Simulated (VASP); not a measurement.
Input of a VASP 6.6.1 run:

Contents of INCAR:

```
PREC = Accurate ; ENCUT = 500
EDIFF = 1E-6 ; ISMEAR = -1
SIGMA = 0.02 ; LREAL = F
LASPH = T ; NELM = 120
ALGO = Normal ; ISIF = 2
LWAVE = F ; LCHARG = T
GGA = PS ; LELF = T
LVHAR = T ; NBANDS = 15
GGA_COMPAT = F
```

Contents of KPOINTS:

```
Automatic mesh
0
Gamma
  7 7 7
```

Contents of POSCAR:

```
KCl
1.0
    3.6340000000      0.0181700000      0.0181700000
    0.0181700000      3.6340000000      0.0181700000
    0.0181700000      0.0181700000      3.6340000000
K Cl
1 1
Direct
    0.0000000000      0.0000000000      0.0000000000
    0.5000000000      0.5000000000      0.5000000000
```

Potentials or basis: VASP PAW PBE potentials, release 64 (K_sv, Cl).

The run is started by

```bash
$ cat potpaw_PBE.64/K_sv/POTCAR potpaw_PBE.64/Cl/POTCAR > POTCAR
$ mpirun -np 1 vasp_std > vasp.out
```

**Question.** Predict the pressure.

**Answer.** 2.4 GPa.

**Question.** Estimate the band gap on the k mesh.

**Answer.** 5.40 eV (least direct gap 5.59 eV).

Stress tensor (GPa, compression positive):
```
 2.38 -0.13 -0.13
-0.13  2.38 -0.13
-0.13 -0.13  2.38
```

Caveat: the cell differs from its parent crystal (equal xy, yz and zx shear strains of +1 %); the PAW data sets were made with another functional, which shifts forces and pressure a little. A k mesh can miss the band edges.
